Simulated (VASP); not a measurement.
# TaN (P6/mmm) in VASP: single point with PBE

Aim: the single point of TaN with PBE.

Everything below comes from runs of VASP 6.6.1. Logs are shortened: lines on timing, memory, paths and dates and some standing lists are left out, and cuts for length are marked.

**1. The cell of the first run**

The structure is hexagonal, space group P6/mmm (No. 191). The conventional cell has a = 5.203 Å, b = 5.203 Å, c = 2.910 Å, α = 90.00°, β = 90.00°, γ = 120.00°. Within 3.4 Å of Ta (site symmetry 6/mmm) lie 6 N at 2.60 Å and 14 Ta at 2.91 to 3.34 Å. Within 3.1 Å of Ta (site symmetry -6m2) lie 6 N at 2.09 Å and 5 Ta at 2.91 to 3.00 Å. Within 3.0 Å of N (site symmetry mmm) lie 6 Ta at 2.09 to 2.60 Å and 6 N at 2.60 to 2.91 Å.

**2. Single point, PBE**

INCAR reads:

```
  PREC = Accurate
  ENCUT = 700
  EDIFF = 1E-6
  ISMEAR = 0
  SIGMA = 0.1
  LREAL = F
  LASPH = T
  NELM = 120
  ALGO = Normal
  ISIF = 2
  LWAVE = F
  LCHARG = F
  GGA = PE
  NBANDS = 36
  GGA_COMPAT = F
```

KPOINTS reads:

```
Automatic mesh
0
Gamma
  12 12 12
```

POSCAR reads:

```
TaN
1.0
    5.2031606002      0.0000000000      0.0000000000
   -2.6015803001      4.5060692598      0.0000000000
    0.0000000000      0.0000000000      2.9097083029
Ta N
3 3
Direct
    0.0000000000      0.0000000000      0.0000000000
    0.3333333333      0.6666666667      0.5000000000
    0.6666666667      0.3333333333      0.5000000000
    0.5000000000      0.0000000000      0.0000000000
    0.5000000000      0.5000000000      0.0000000000
    0.0000000000      0.5000000000      0.0000000000
```

Potentials or basis: VASP PAW PBE potentials, release 64 (Ta_sv_GW, N).

Command:

```
$ cat potpaw_PBE.64/Ta_sv_GW/POTCAR potpaw_PBE.64/N/POTCAR > POTCAR
$ mpirun -np 1 vasp_std > vasp.out
```

OUTCAR:

```text
PREC = Accurate
   ENCUT = 700
   EDIFF = 1E-6
   ISMEAR = 0
   LREAL = F
   LASPH = T
   NELM = 120
   ISIF = 2
   GGA = PE

 ion  position               nearest neighbor table
   1  0.000  0.000  0.000-
   2  0.333  0.667  0.500-   6 2.09   6 2.09   4 2.09   4 2.09   5 2.09   5 2.09   3 3.00   3 3.00
                             3 3.00
   3  0.667  0.333  0.500-   6 2.09   6 2.09   4 2.09   4 2.09   5 2.09   5 2.09   2 3.00   2 3.00
                             2 3.00
   4  0.500  0.000  0.000-   2 2.09   3 2.09   2 2.09   3 2.09
   5  0.500  0.500  0.000-   2 2.09   3 2.09   2 2.09   3 2.09
   6  0.000  0.500  0.000-   2 2.09   3 2.09   2 2.09   3 2.09

  LATTYP: Found a hexagonal cell.
 ALAT       =     5.2031606002
 C/A-ratio  =     0.5592193912

  Lattice vectors:

 A1 = (   5.2031606002,   0.0000000000,   0.0000000000)
 A2 = (  -2.6015803001,   4.5060692598,   0.0000000000)
 A3 = (   0.0000000000,   0.0000000000,   2.9097083029)

Analysis of symmetry for initial positions (statically):
=====================================================================
 Subroutine PRICEL returns:
 Original cell was already a primitive cell.

 Routine SETGRP: Setting up the symmetry group for a
 hexagonal supercell.

 Subroutine GETGRP returns: Found 24 space group operations
 (whereof 24 operations were pure point group operations)
 out of a pool of 24 trial point group operations.

The static configuration has the point symmetry D_6h.

Analysis of symmetry for dynamics (positions and initial velocities):
=====================================================================
 Subroutine PRICEL returns:
 Original cell was already a primitive cell.

 Routine SETGRP: Setting up the symmetry group for a
 hexagonal supercell.

 Subroutine GETGRP returns: Found 24 space group operations
 (whereof 24 operations were pure point group operations)
 out of a pool of 24 trial point group operations.

The dynamic configuration has the point symmetry D_6h.

 Subroutine INISYM returns: Found 24 space group operations
 (whereof 24 operations are pure point group operations),
 and found     1 'primitive' translations

----------------------------------------------------------------------------------------

                                     Primitive cell
[... 99 lines left out ...]
   EDIFF  = 0.1E-05   stopping-criterion for ELM
   LREAL  =      F    real-space projection
   EDIFFG = 0.1E-04   stopping-criterion for IOM
   NSW    =      0    number of steps for IOM
   IBRION =     -1    ionic relax: 0-MD 1-quasi-New 2-CG
   NFREE  =      0    steps in history (QN), initial steepest desc. (CG)
   ISIF   =      2    stress and relaxation
   ISYM   =      2    0-nonsym 1-usesym 2-fastsym
   POTIM  = 0.5000    time-step for ionic-motion
   TEBEG  =    0.0;   TEEND  =   0.0 temperature during run
   PSTRESS=    0.0 pullay stress
   NELECT =      54.0000    total number of electrons
   NUPDOWN=      -1.0000    fix difference up-down
   EMIN   =  10.00;   EMAX   =-10.00  energy-range for DOS
   EFERMI =   0.00;   METHOD = LEGACY
   ISMEAR =     0;   SIGMA  =   0.10  broadening in eV -4-tet -1-fermi 0-gaus
   EFERMI_NEDOS =   21; number of points for ismear=-14 and -15
   IALGO  =     38    algorithm
   IMIX   =      4    mixing-type and parameters
     AMIX     =   0.40;   BMIX     =  1.00
     AMIX_MAG =   1.60;   BMIX_MAG =  1.00
  volume/ion in A,a.u.               =      11.37        76.73
  Fermi-wavevector in a.u.,A,eV,Ry     =   1.514379  2.861761 31.202835  2.293344
  Thomas-Fermi vector in A             =   2.624044
   LORBIT       =      0    0 simple, 1 ext, 2 COOP (PROOUT), +10 PAW based schemes
   GGA     = PE    functional components
   LHFCALC =     F    Hartree Fock is set to
   AEXX    =    0.0000 exact exchange contribution
   IVDW    =     0    specifies the selected vdW correction
   LEPSILON=     F    determine dielectric tensor
   LRPA    =     F    only Hartree local field effects (RPA)
 non-spin polarized calculation
 Gauss-broadening in eV      SIGMA  =   0.10
  energy-cutoff  :      700.00
  volume of cell :       68.22
 maximum number of plane-waves:      2904
 NGX is ok and might be reduce to    48
   NGX = 23   NGY = 23   NGZ = 13

 number of electron      54.0000002 magnetization

 Free energy of the ion-electron system (eV)
  ---------------------------------------------------
  ext. energy  EPLUGINS =         0.00000000
  ---------------------------------------------------
  free energy    TOTEN  =       -72.34728386 eV

  energy without entropy =      -72.34389320  energy(sigma->0) =      -72.34558853

 E-fermi :  12.1694     XC(G=0): -13.3351

 val. band max:       12.1657928363   @ k =   0.1667   0.0000   0.2500
 cond. band min:      12.1864568932   @ k =   0.1667   0.0000   0.1667
 fundamental gap:      0.0206640568
 Fermi energy:        12.1694253311

 k-point     1 :       0.0000    0.0000    0.0000
  band No.  band energies     occupation
      1     -57.2147      2.00000
      2     -57.1688      2.00000
      3     -56.8680      2.00000
      4     -24.0455      2.00000
      5     -24.0455      2.00000
      6     -23.6669      2.00000
[... 925 lines left out ...]
     35      15.7154      0.00000
     36      15.8257      0.00000

 [... further k-points ...]

------------------------ aborting loop because EDIFF is reached ----------------------------------------

  FORCE on cell =-STRESS in cart. coord.  units (eV):
  Direction    XX          YY          ZZ          XY          YZ          ZX
  --------------------------------------------------------------------------------------
  -------------------------------------------------------------------------------------
  Total        3.4092944      3.4092944      3.4865216      0.0000000     -0.0000000      0.0000000
  in kB       80.0682884     80.0682884     81.8819910      0.0000000     -0.0000000      0.0000000
  external PRESSURE =      80.6728560 kB  Pullay stress =       0.0000000 kB

 VOLUME and BASIS-vectors are now :
 -----------------------------------------------------------------------------
  energy-cutoff  :      700.00
  volume of cell :       68.22
      direct lattice vectors                 reciprocal lattice vectors
     5.203160600  0.000000000  0.000000000     0.192190877  0.110961455  0.000000000
    -2.601580300  4.506069260  0.000000000     0.000000000  0.221922909  0.000000000
     0.000000000  0.000000000  2.909708303     0.000000000  0.000000000  0.343677062

 POSITION                                       TOTAL-FORCE (eV/Angst)
 -----------------------------------------------------------------------------------
      0.00000      0.00000      0.00000         0.000000      0.000000      0.000000
     -0.00000      3.00405      1.45485        -0.000000     -0.000000      0.000000
      2.60158      1.50202      1.45485         0.000000     -0.000000      0.000000
      2.60158      0.00000      0.00000         0.000000      0.000000      0.000000
      1.30079      2.25303      0.00000         0.000000      0.000000      0.000000
     -1.30079      2.25303      0.00000         0.000000      0.000000      0.000000
 -----------------------------------------------------------------------------------
    total drift:                               -0.000000      0.000000     -0.000000

  FREE ENERGIE OF THE ION-ELECTRON SYSTEM (eV)
  ---------------------------------------------------
  free  energy   TOTEN  =       -72.3472838613 eV

  energy  without entropy=      -72.3438931999  energy(sigma->0) =      -72.34558853
```

It took 16 min on 1 thread of Intel Xeon Platinum 8259CL at 2.50GHz (Skylake/Cascade Lake), shared host; peak memory 0.55 GiB.

Results:

* Free energy: -72.3473 eV
* Pressure: 8.1 GPa
* Band gap on the k mesh: zero (bands 27 and 28 overlap by 2.16 eV)

Levels at points of the mesh, in eV from the Fermi level:
```csv
k point,band 23,band 24,band 25,band 26,band 27,band 28,band 29,band 30,band 31,band 32
"(0.00, 0.00, 0.00)",-3.08,-3.08,-2.55,-2.12,-1.27,-1.27,0.80,0.80,1.16,2.12
"(0.50, 0.00, 0.00)",-4.64,-3.46,-2.98,-1.74,-0.74,1.30,1.81,1.82,2.23,2.37
"(0.00, 0.00, 0.50)",-3.75,-3.16,-3.16,-1.99,0.84,0.84,1.43,1.71,2.46,2.46
"(0.50, 0.00, 0.50)",-4.52,-3.43,-3.14,-2.17,-1.27,1.02,1.32,3.04,3.36,3.47
```

Caveat: the cell stands under pressure; spin-orbit coupling is left out, which moves the levels of the heavy elements.

The gap in the log of VASP goes by the Fermi energy; the results here count the filled bands.